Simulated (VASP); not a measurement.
## Ge: single point with LDA

The system is Ge.

```
CELL_PARAMETERS angstrom
2.81092 2.81092 0.00000
-2.81092 2.81092 0.00000
0.00000 0.00000 5.62184
ATOMIC_POSITIONS crystal
Ge 0.25000 0.50000 0.37500
Ge 0.75000 0.00000 0.87500
Ge 0.25000 0.00000 0.12500
Ge 0.75000 0.50000 0.62500
```

| Quantity | Value |
| --- | --- |
| Program | VASP 6.6.1 |
| Task | single point |
| Functional | LDA |
| Potentials or basis | VASP PAW LDA potentials, release 64 (Ge_d) |
| Cutoff | 520 eV |
| k mesh | 8 × 8 × 6 |
| Occupations | fermi-dirac, width 0.02 eV |
| Spin | no spin polarisation |

- Pressure: 0.1 GPa
- Band gap on the k mesh: 0.03 eV

Levels at points of the mesh, in eV from the valence-band top:
| k point | band 24 | band 25 | band 26 | band 27 | band 28 | band 29 | band 30 | band 31 | band 32 | band 33 |
| --- | --- | --- | --- | --- | --- | --- | --- | --- | --- | --- |
| (0.00, 0.00, 0.00) | -3.14 | -3.14 | 0.00 | 0.00 | 0.00 | 0.03 | 0.64 | 0.64 | 2.53 | 2.54 |
| (0.50, 0.00, 0.00) | -6.61 | -3.97 | -3.97 | -1.54 | -1.54 | 1.92 | 1.92 | 4.81 | 4.81 | 5.11 |
| (0.50, 0.50, 0.00) | -9.00 | -3.14 | -3.14 | -3.14 | -3.14 | 0.64 | 0.64 | 0.64 | 0.64 | 9.57 |
| (0.00, 0.00, 0.50) | -4.76 | -2.09 | -2.09 | -2.09 | -2.09 | 0.92 | 0.92 | 2.70 | 2.70 | 5.87 |
| (0.50, 0.00, 0.50) | -7.72 | -1.43 | -1.43 | -1.43 | -1.43 | 0.12 | 0.12 | 3.73 | 3.73 | 3.73 |
| (0.50, 0.50, 0.50) | -8.89 | -4.01 | -4.01 | -4.01 | -4.01 | 4.33 | 4.33 | 4.33 | 4.33 | 4.67 |

It took 60 s on 1 thread of Intel(R) Xeon(R) 6975P-C (Granite Rapids), on a shared host, peak memory 0.24 GiB.

A k mesh can miss the band edges.
